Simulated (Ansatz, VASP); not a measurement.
**ZrC in VASP and in Ansatz**

Contents of INCAR:

```
SYSTEM = ZrC
ALGO = Normal
EDIFF = 1E-6
ENCUT = 520
GGA = PS
ISIF = 2
ISMEAR = 0
LASPH = .TRUE.
LCHARG = .FALSE.
LREAL = .FALSE.
LWAVE = .FALSE.
NBANDS = 15
NELM = 80
PREC = Accurate
SIGMA = 0.05
```

KPOINTS

```
k-points
0
G
  12 12 12
  0 0 0
```

The input POSCAR:

```
ZrC
1.0
    0.0000000000      2.3500456945      2.3500456945
    2.3500456945      0.0000000000      2.3500456945
    2.3500456945      2.3500456945      0.0000000000
Zr C
1 1
Direct
    0.5000000000      0.5000000000      0.5000000000
    0.0000000000      0.0000000000      0.0000000000
```

Input for Ansatz:

```yaml
crystal:
  lattice:
    - [0.0, 2.3500456945, 2.3500456945]
    - [2.3500456945, 0.0, 2.3500456945]
    - [2.3500456945, 2.3500456945, 0.0]
  atoms:
    - { symbol: Zr, position: [0.5, 0.5, 0.5] }
    - { symbol: C, position: [0.0, 0.0, 0.0] }
basis:
  ecutwfc: 420
  ecutrho_ratio: 4
kpoints:
  mp_grid: { grid: [12, 12, 12] }
hamiltonian:
  xc: pbesol
scf:
  occupations: { method: gaussian, width: 0.05 }
output:
  forces: true
  stress: true
  eigenvalues: true
```

Alike in both runs: task single point; functional PBEsol; k mesh 12 × 12 × 12; occupations gaussian, width 0.05 eV; no spin polarisation.

|  | VASP | Ansatz |
| --- | --- | --- |
| version | VASP 6.6.1 | Ansatz 0.2.0 |
| potentials or method | VASP PAW PBE potentials, release 64 (Zr_sv, C), cutoff 520 eV | scalar-relativistic, plane waves, PAW |
| valence electrons in the cell | 16 | 16 |

```tsv
	VASP	Ansatz	Ansatz less VASP
pressure (GPa)	-4.1	-4.5	-0.36
```

VASP's potentials were made for PBE, not for PBEsol.
